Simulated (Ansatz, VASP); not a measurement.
# Two plane-wave programs on Pb

```
CELL_PARAMETERS angstrom
-3.10889 3.10889 1.66355
3.10889 -3.10889 1.66355
3.10889 3.10889 -1.66355
ATOMIC_POSITIONS crystal
Pb 0.00000 0.00000 0.00000
Pb 0.75000 0.25000 0.50000
```

Alike in both runs: functional r2SCAN; k mesh 18 × 18 × 18; occupations gaussian, width 0.1 eV; no spin polarisation.

Ansatz relaxed the structure, and its values are those at the end. VASP's run is a single point on that final structure, the one shown.

```csv
,VASP,Ansatz
version,VASP 6.6.1,Ansatz 0.2.0
potentials or method,"VASP PAW PBE potentials, release 64 (Pb_d), cutoff 520 eV","scalar-relativistic, plane waves, PAW"
valence electrons in the cell,28,28
```

|  | VASP | Ansatz | Ansatz less VASP |
| --- | --- | --- | --- |
| gap on the k mesh at the Fermi level (eV) | none | none | - |
| pressure (GPa) | 0.0 | 0.0 | 0.00 |

VASP's potentials were made for PBE, not for r2SCAN. A gap of «none» marks a metal or a gap that the smearing closes.

Spin-orbit coupling is off throughout.
